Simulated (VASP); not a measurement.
# Al2GaTe4 (I-4) in VASP: notebook, part 2 of 2

VASP 6.6.1. Earlier steps stand in the parts before.

## Step 3: Relaxation of cell and atoms, PBE

This run uses another cell than the first one, of 31.26 Å³/atom.

INCAR

```
SYSTEM = Al2GaTe4
PREC     = Accurate       ! precision mode
ENCUT    = 600            ! plane-wave cutoff, eV
EDIFF    = 1E-6           ! SCF threshold, eV
ISMEAR   = -1             ! smearing method
SIGMA    = 0.1            ! smearing width, eV
LREAL    = .False.        ! projectors in reciprocal space
LASPH    = .True.         ! aspherical terms in the spheres
NELM     = 100            ! most SCF steps
ALGO     = Normal         ! electronic algorithm
ISIF     = 3              ! what is computed and relaxed
LWAVE    = .False.        ! write WAVECAR
LCHARG   = .False.        ! write CHGCAR
GGA      = PE             ! functional
IBRION   = 2              ! ionic algorithm
NSW      = 60             ! ionic steps
EDIFFG   = -0.01          ! ionic threshold
```

KPOINTS

```
regular mesh
0
Gamma
  5 5 5
  0 0 0
```

POSCAR

```
Al2GaTe4
1.0
    0.0000000000      6.0093380000      0.0000000000
    6.0093380000      0.0000000000      0.0000000000
    3.0046690000      3.0046690000     -6.0603830000
Al Te Ga
2 4 1
Direct
    0.7500000000      0.2500000000      0.5000000000
    0.5000000000      0.5000000000      0.0000000000
    0.3750000000      0.3750000000      0.7500000000
    0.6250000000      0.1250000000      0.2500000000
    0.8750000000      0.8750000000      0.7500000000
    0.1250000000      0.6250000000      0.2500000000
    0.0000000000      0.0000000000      0.0000000000
```

Potentials or basis: VASP PAW PBE potentials, release 64 (Al, Te, Ga_d).

Command:

```bash
$ cat potpaw_PBE.64/Al/POTCAR potpaw_PBE.64/Te/POTCAR potpaw_PBE.64/Ga_d/POTCAR > POTCAR
$ mpirun -np 1 vasp_std > vasp.out
```

OUTCAR:

```text
SYSTEM = Al2GaTe4
   PREC = Accurate
   ENCUT = 600
   EDIFF = 1E-6
   ISMEAR = -1
   LREAL = .False.
   LASPH = .True.
   NELM = 100
   ISIF = 3
   GGA = PE
   IBRION = 2
   NSW = 60
   EDIFFG = -0.01

 ion  position               nearest neighbor table
   1  0.750  0.250  0.500-   3 2.61   4 2.61   5 2.61   6 2.61
   2  0.500  0.500  0.000-   3 2.61   4 2.61   5 2.61   6 2.61
   3  0.375  0.375  0.750-   1 2.61   2 2.61   7 2.61
   4  0.625  0.125  0.250-   1 2.61   2 2.61   7 2.61
   5  0.875  0.875  0.750-   1 2.61   2 2.61   7 2.61
   6  0.125  0.625  0.250-   1 2.61   2 2.61   7 2.61
   7  0.000  0.000  0.000-   3 2.61   4 2.61   5 2.61   6 2.61

  LATTYP: Found a body centered tetragonal cell.
 ALAT       =     6.0093380000
 C/A-ratio  =     2.0169885601

  Lattice vectors:

 A1 = (  -3.0046690000,   3.0046690000,   6.0603830000)
[... 301 lines left out ...]

  energy  without entropy=      -25.1013392171  energy(sigma->0) =      -25.14156668

[... ionic steps 4 to 17 ...]

--------------------------------------- Ionic step       18  -------------------------------------------

 number of electron      42.9999995 magnetization

------------------------ aborting loop because EDIFF is reached ----------------------------------------
[... 77 lines left out ...]
--------------------------------------- Ionic step       20  -------------------------------------------

 number of electron      42.9999995 magnetization

 Free energy of the ion-electron system (eV)
  ---------------------------------------------------
  ext. energy  EPLUGINS =         0.00000000
  ---------------------------------------------------
  free energy    TOTEN  =       -25.40182628 eV

  energy without entropy =      -25.32988953  energy(sigma->0) =      -25.36585791

 E-fermi :   4.4623     XC(G=0):  -8.2908

 val. band max:        4.3670294173   @ k =   0.2000   0.0000   0.0000
 cond. band min:       4.4885184431   @ k =  -0.2000   0.2000   0.0000
 fundamental gap:      0.1214890258
 Fermi energy:         4.4622833962

 k-point     1 :       0.0000    0.0000    0.0000
  band No.  band energies     occupation
      1     -10.7667      2.00000
      2     -10.7667      2.00000
      3     -10.7595      2.00000
      4     -10.7437      2.00000
      5     -10.7308      2.00000
      6      -8.0826      2.00000
[... 611 lines left out ...]
  FREE ENERGIE OF THE ION-ELECTRON SYSTEM (eV)
  ---------------------------------------------------
  free  energy   TOTEN  =       -25.4018262786 eV

  energy  without entropy=      -25.3298895329  energy(sigma->0) =      -25.36585791

 reached required accuracy - stopping structural energy minimisation
```

OSZICAR:

```text
N       E                     dE             d eps       ncg     rms          rms(c)
DAV:   1     0.283495920579E+03    0.28350E+03   -0.18461E+04  1090   0.175E+03
DAV:   2     0.130964161934E+02   -0.27040E+03   -0.26594E+03  1187   0.336E+02
DAV:   3    -0.233300698026E+02   -0.36426E+02   -0.35163E+02  1311   0.111E+02
DAV:   4    -0.249081287145E+02   -0.15781E+01   -0.15636E+01  1433   0.233E+01
[... 170 lines left out ...]
       N       E                     dE             d eps       ncg     rms          rms(c)
DAV:   1    -0.254018837251E+02   -0.78485E-04   -0.29901E-03  1186   0.349E-01    0.512E-02
DAV:   2    -0.254018446010E+02    0.39124E-04   -0.14366E-04  1279   0.127E-01    0.273E-02
DAV:   3    -0.254018272166E+02    0.17384E-04   -0.24995E-05  1605   0.327E-02    0.953E-03
DAV:   4    -0.254018262786E+02    0.93802E-06   -0.35690E-06  1112   0.114E-02
  20 F= -.25401826E+02 E0= -.25365858E+02  d E =-.100613E-03
```

Wall time 39 min (1 thread of AMD EPYC 9755, shared host); peak memory 0.47 GiB.

Results:

```yaml
Free_energy: -25.4018 eV
Relaxed_volume: 33.83 Å³/atom
Relaxed_cell: a = 6.351 Å, b = 6.351 Å, c = 7.391 Å, α = 64.55°, β = 64.55°, γ = 90.00°
Space_group_after_relaxing_to_0.1_Å: I-4 (No. 82)
Energy_gained_by_relaxing: 95.2 meV/atom
Ionic_steps: 20
Pressure_after_relaxing: 0.0 GPa
Largest_force_after_relaxing: 0.010 eV/Å
Band_gap_on_the_k_mesh: zero (an odd number of electrons rules out a gap without spin polarisation)
```

Forces on the atoms (eV/Å):
```
Al   0.000  0.000  0.000
Al   0.000  0.000  0.000
Te   0.008  0.005 -0.003
Te   0.005 -0.008  0.003
Te  -0.008 -0.005 -0.003
Te  -0.005  0.008  0.003
Ga   0.000  0.000  0.000
```

Step by step:
| step | energy change (eV) | largest force (eV/Å) | pressure (GPa) | volume (Å³) |
| --- | --- | --- | --- | --- |
| 1 | 0.0000 | 1.0576 | 4.71 | 218.85 |
| 2 | -0.4375 | 0.5405 | -1.10 | 249.29 |
| 3 | -0.4466 | 0.5658 | -0.49 | 245.02 |
| 4 | -0.5190 | 0.4483 | -0.37 | 243.67 |
| 5 | -0.6368 | 0.1751 | 0.23 | 239.57 |
| 6 | -0.6418 | 0.1999 | 0.44 | 238.47 |
| 7 | -0.6521 | 0.0587 | -0.47 | 243.29 |
| 8 | -0.6535 | 0.0878 | -0.22 | 242.01 |
| 9 | -0.6600 | 0.0731 | -0.15 | 240.45 |
| 10 | -0.6650 | 0.0530 | -0.01 | 238.19 |
| 11 | -0.6601 | 0.0326 | 0.29 | 233.66 |
| 12 | -0.6657 | 0.0441 | 0.08 | 236.96 |
| 13 | -0.6659 | 0.0173 | -0.16 | 237.75 |
| 14 | -0.6661 | 0.0142 | -0.03 | 237.41 |
| 15 | -0.6664 | 0.0111 | 0.00 | 237.00 |
| 16 | -0.6664 | 0.0149 | 0.02 | 236.88 |
| 17 | -0.6665 | 0.0134 | -0.03 | 237.03 |
| 18 | -0.6665 | 0.0146 | -0.04 | 237.07 |
| 19 | -0.6666 | 0.0114 | -0.01 | 236.89 |
| 20 | -0.6666 | 0.0098 | 0.00 | 236.80 |

Final structure:
```
Al Te Ga
1.0
     0.00000    6.35126    0.00000
     6.35126    0.00000    0.00000
     3.17563    3.17563   -5.87027
Al Te Ga
2 4 1
Direct
  0.75000 0.25000 0.50000
  0.50000 0.50000 0.00000
  0.39570 0.40828 0.72541
  0.59172 0.12111 0.27459
  0.87889 0.86631 0.72541
  0.13369 0.60430 0.27459
  0.00000 0.00000 0.00000
```

Levels at points of the mesh, in eV from the Fermi level:
| k point | band 20 | band 21 | band 22 | band 23 | band 24 | band 25 |
| --- | --- | --- | --- | --- | --- | --- |
| (0.00, 0.00, 0.00) | -1.46 | -1.46 | -0.80 | 0.87 | 1.24 | 2.61 |

Caveat: spin-orbit coupling is left out, which moves the levels of the heavy elements; an odd number of electrons without spin polarisation forces a metal; a magnetic or distorted state may lie lower.

The gap in the log of VASP goes by the Fermi energy; the results here count the filled bands.